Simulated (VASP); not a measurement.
# LaH3 (Fm-3m) in VASP: further runs, part 2 of 2

VASP 6.6.1. The steps go on from the part before.

**4. Relaxation of cell and atoms, LDA**

This run uses another cell than the first one, of 10.82 Å³/atom.

File INCAR:

```
SYSTEM = LaH3
PREC     = Accurate       ! precision mode
ENCUT    = 600            ! plane-wave cutoff, eV
EDIFF    = 1E-6           ! SCF threshold, eV
ISMEAR   = -1             ! smearing method
SIGMA    = 0.05           ! smearing width, eV
LREAL    = .FALSE.        ! projectors in reciprocal space
LASPH    = .TRUE.         ! aspherical terms in the spheres
NELM     = 100            ! most SCF steps
ALGO     = Normal         ! electronic algorithm
ISIF     = 3              ! what is computed and relaxed
LWAVE    = .FALSE.        ! write WAVECAR
LCHARG   = .FALSE.        ! write CHGCAR
GGA      = CA             ! functional
IBRION   = 2              ! ionic algorithm
NSW      = 100            ! ionic steps
EDIFFG   = -0.002         ! ionic threshold
```

File KPOINTS:

```
regular mesh
0
G
  12 12 12
  0 0 0
```

File POSCAR:

```
LaH3
1.0
    0.0000000000      2.7864794500      2.7864794500
    2.7864794500      0.0000000000      2.7864794500
    2.7864794500      2.7864794500      0.0000000000
La H
1 3
Direct
    0.0000000000      0.0000000000      0.0000000000
    0.5000000000      0.5000000000      0.5000000000
    0.7500000000      0.7500000000      0.7500000000
    0.2500000000      0.2500000000      0.2500000000
```

Potentials or basis: VASP PAW LDA potentials, release 64 (La, H).

Run with:

```sh
$ cat potpaw_LDA.64/La/POTCAR potpaw_LDA.64/H/POTCAR > POTCAR
$ mpirun -np 1 vasp_std > vasp.out
```

OUTCAR:

```text
SYSTEM = LaH3
   PREC = Accurate
   ENCUT = 600
   EDIFF = 1E-6
   ISMEAR = -1
   LREAL = .FALSE.
   LASPH = .TRUE.
   NELM = 100
   ISIF = 3
   GGA = CA
   IBRION = 2
   NSW = 100
   EDIFFG = -0.002

 ion  position               nearest neighbor table
   1  0.000  0.000  0.000-
   2  0.500  0.500  0.500-
   3  0.750  0.750  0.750-
   4  0.250  0.250  0.250-

  LATTYP: Found a face centered cubic cell.
 ALAT       =     5.5729589000

  Lattice vectors:

 A1 = (   0.0000000000,   2.7864794500,   2.7864794500)
 A2 = (   2.7864794500,   0.0000000000,   2.7864794500)
 A3 = (   2.7864794500,   2.7864794500,   0.0000000000)

Analysis of symmetry for initial positions (statically):
=====================================================================
 Subroutine PRICEL returns:
 Original cell was already a primitive cell.

 Routine SETGRP: Setting up the symmetry group for a
 face centered cubic supercell.

 Subroutine GETGRP returns: Found 48 space group operations
 (whereof 48 operations were pure point group operations)
 out of a pool of 48 trial point group operations.

The static configuration has the point symmetry O_h .

Analysis of symmetry for dynamics (positions and initial velocities):
=====================================================================
 Subroutine PRICEL returns:
 Original cell was already a primitive cell.

 Routine SETGRP: Setting up the symmetry group for a
 face centered cubic supercell.

 Subroutine GETGRP returns: Found 48 space group operations
 (whereof 48 operations were pure point group operations)
 out of a pool of 48 trial point group operations.

The dynamic configuration has the point symmetry O_h .

 Subroutine INISYM returns: Found 48 space group operations
 (whereof 48 operations are pure point group operations),
 and found     1 'primitive' translations

[... 142 lines left out ...]
  ext. energy  EPLUGINS =         0.00000000
  ---------------------------------------------------
  free energy    TOTEN  =       -18.58780210 eV

  energy without entropy =      -18.58607817  energy(sigma->0) =      -18.58694014

------------------------ aborting loop because EDIFF is reached ----------------------------------------

  FORCE on cell =-STRESS in cart. coord.  units (eV):
  Direction    XX          YY          ZZ          XY          YZ          ZX
  --------------------------------------------------------------------------------------
  -------------------------------------------------------------------------------------
  Total       -1.2784050     -1.2784050     -1.2784050      0.0000000      0.0000000      0.0000000
  in kB      -47.3349049    -47.3349049    -47.3349049      0.0000000      0.0000000      0.0000000
  external PRESSURE =     -47.3349049 kB  Pullay stress =       0.0000000 kB
[... 95 lines left out ...]
  FREE ENERGIE OF THE ION-ELECTRON SYSTEM (eV)
  ---------------------------------------------------
  free  energy   TOTEN  =       -18.6257287582 eV

  energy  without entropy=      -18.6238018602  energy(sigma->0) =      -18.62476531

[... ionic steps 4 to 16 ...]

--------------------------------------- Ionic step       17  -------------------------------------------

 number of electron      14.0000000 magnetization

------------------------ aborting loop because EDIFF is reached ----------------------------------------
[... 71 lines left out ...]
--------------------------------------- Ionic step       19  -------------------------------------------

 number of electron      14.0000000 magnetization

 Free energy of the ion-electron system (eV)
  ---------------------------------------------------
  ext. energy  EPLUGINS =         0.00000000
  ---------------------------------------------------
  free energy    TOTEN  =       -18.62573111 eV

  energy without entropy =      -18.62380567  energy(sigma->0) =      -18.62476839

 E-fermi :   8.1655     XC(G=0): -10.5342

 val. band max:        8.1000405680   @ k =   0.0833   0.0833   0.0000
 cond. band min:       8.1928500910   @ k =   0.5000   0.0000   0.0000
 fundamental gap:      0.0928095230
 Fermi energy:         8.1655264339

 k-point     1 :       0.0000    0.0000    0.0000
  band No.  band energies     occupation
      1     -24.9831      2.00000
      2      -8.1855      2.00000
      3      -8.1855      2.00000
      4      -8.1855      2.00000
      5      -0.0717      2.00000
      6       5.0966      2.00000
      7       8.3789      0.02767
      8       8.3789      0.02767
      9       8.3789      0.02767
     10       8.7996      0.00001
     11       9.3656      0.00000
[... 309 lines left out ...]
 k-point    24 :      -0.4167    0.1667    0.0000
  band No.  band energies     occupation
      1     -24.7982      2.00000
      2      -9.4921      2.00000
      3      -8.6271      2.00000
      4      -8.3854      2.00000
      5       2.4945      2.00000
      6       3.9408      2.00000
      7       4.8084      2.00000
      8       8.6049      0.00031
      9       9.2621      0.00000
     10       9.4025      0.00000
     11       9.4318      0.00000

 [... further k-points ...]
[... 5 lines left out ...]
  --------------------------------------------------------------------------------------
  -------------------------------------------------------------------------------------
  Total       -0.0060499     -0.0060499     -0.0060499     -0.0000000     -0.0000000     -0.0000000
  in kB       -0.2374595     -0.2374595     -0.2374595     -0.0000000     -0.0000000     -0.0000000
  external PRESSURE =      -0.2374595 kB  Pullay stress =       0.0000000 kB
[... 19 lines left out ...]
  FREE ENERGIE OF THE ION-ELECTRON SYSTEM (eV)
  ---------------------------------------------------
  free  energy   TOTEN  =       -18.6257311145 eV

  energy  without entropy=      -18.6238056719  energy(sigma->0) =      -18.62476839

 reached required accuracy - stopping structural energy minimisation
```

Wall time 3.5 min (1 thread of Oxide Virtual Turin-like, shared host); peak memory 0.18 GiB.

Results:

| Quantity | Value |
| --- | --- |
| Free energy | -18.6257 eV |
| Relaxed volume | 10.20 Å³/atom |
| Relaxed cell | a = 3.865 Å, b = 3.865 Å, c = 3.865 Å, α = 60.00°, β = 60.00°, γ = 60.00° |
| Space group after relaxing (to 0.1 Å) | Fm-3m (No. 225) |
| Energy gained by relaxing | 9.5 meV/atom |
| Ionic steps | 19 |
| Pressure after relaxing | 0.0 GPa |
| Band gap on the k mesh | zero (bands 7 and 8 overlap by 0.19 eV) |

Step by step:
```csv
step,energy change (eV),largest force (eV/Å),pressure (GPa),volume (Å³)
1,0.0000,0.0000,-4.73,43.27
2,-0.0363,0.0000,-1.08,41.30
3,-0.0379,0.0000,0.05,40.79
4,-0.0379,0.0000,-0.04,40.84
5,-0.0379,0.0000,-0.07,40.84
6,-0.0379,0.0000,-0.06,40.84
7,-0.0379,0.0000,-0.06,40.84
8,-0.0379,0.0000,-0.06,40.84
9,-0.0379,0.0000,-0.06,40.84
10,-0.0379,0.0000,-0.06,40.84
11,-0.0379,0.0000,-0.06,40.84
12,-0.0379,0.0000,-0.06,40.84
13,-0.0379,0.0000,-0.06,40.84
14,-0.0379,0.0000,-0.06,40.84
15,-0.0379,0.0000,-0.06,40.84
16,-0.0379,0.0000,-0.06,40.83
17,-0.0379,0.0000,-0.06,40.83
18,-0.0379,0.0000,-0.06,40.83
19,-0.0379,0.0000,-0.02,40.82
```

Final structure:
```
La H
1.0
     0.00000    2.73283    2.73283
     2.73283    0.00000    2.73283
     2.73283    2.73283    0.00000
La H
1 3
Direct
  0.00000 0.00000 0.00000
  0.50000 0.50000 0.50000
  0.75000 0.75000 0.75000
  0.25000 0.25000 0.25000
```

Caveat: spin-orbit coupling is left out, which moves the levels of the heavy elements.

**5. The runs side by side**

| task | cell | cutoff (eV) | gap on the mesh (eV) | pressure (GPa) |
| --- | --- | --- | --- | --- |
| single point | a = 3.866 Å, angles 60.0°, 4 atoms | 520 | none | -0.2 |
| single point | a = 3.865 Å, angles 60.0°, 4 atoms | 520 | none | -0.2 |
| relaxation of cell and atoms | relaxed from a = 3.941 Å, angles 60.0°, 4 atoms | 600 | none | 0.0 |

Alike in all rows: level LDA; potentials or basis VASP PAW LDA potentials, release 64 (La, H); no spin polarisation; k mesh 12 × 12 × 12; smearing fermi-dirac 0.05 eV.

Caveats: spin-orbit coupling is left out, which moves the levels of the heavy elements.

Total energies depend on the potentials used, so only differences within one code and one set of settings carry meaning.

The gap in the log of VASP goes by the Fermi energy; the results here count the filled bands.